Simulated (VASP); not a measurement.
Input of a VASP 6.6.1 run:

INCAR

```
ALGO = Normal
EDIFF = 1E-6
EDIFFG = -0.08
ENCUT = 600
GGA = PE
IBRION = 2
ISIF = 3
ISMEAR = 0
LASPH = T
LCHARG = F
LREAL = F
LWAVE = F
NELM = 60
NSW = 36
PREC = Accurate
SIGMA = 0.2
```

File KPOINTS:

```
k-points
0
Gamma
  3 3 3
```

File POSCAR:

```
Sn3S5
1.0
    3.7959844600      2.1916126500      4.1011136200
   -3.7959844600      2.1916126500      4.1011136200
    0.0000000000     -4.3832253100      4.1011136200
Sn S
3 5
Direct
    0.5000000000      0.5000000000      0.0000000000
    0.0000000000      0.5000000000      0.5000000000
    0.5000000000      0.0000000000      0.5000000000
    0.0000000000      0.0000000000      0.5000000000
    0.5000000000      0.0000000000      0.0000000000
    0.0000000000      0.5000000000      0.0000000000
    0.0000000000      0.0000000000      0.0000000000
    0.5000000000      0.5000000000      0.5000000000
```

Potentials or basis: VASP PAW PBE potentials, release 64 (Sn_d, S).

Command:

```sh
$ cat potpaw_PBE.64/Sn_d/POTCAR potpaw_PBE.64/S/POTCAR > POTCAR
$ mpirun -np 1 vasp_std > vasp.out
```

Question: Estimate the band gap on the k mesh.

Answer: Zero (band 36 reaches 7.87 eV, above the bottom of band 37 at 5.89 eV).

Question: Estimate the relaxed cell.

Answer: a = 5.678 Å, b = 5.678 Å, c = 5.678 Å, α = 89.16°, β = 89.16°, γ = 89.16°.

Final structure:
```
CELL_PARAMETERS angstrom
3.98519 2.30085 3.32561
-3.98519 2.30085 3.32561
0.00000 -4.60170 3.32561
ATOMIC_POSITIONS crystal
Sn 0.50000 0.50000 0.00000
Sn 0.00000 0.50000 0.50000
Sn 0.50000 0.00000 0.50000
S 0.00000 0.00000 0.50000
S 0.50000 0.00000 0.00000
S 0.00000 0.50000 0.00000
S 0.00000 0.00000 0.00000
S 0.50000 0.50000 0.50000
```

Caveat: the k points lie up to 0.37 Å⁻¹ apart in the final cell; spin-orbit coupling is left out, which moves the levels of the heavy elements.
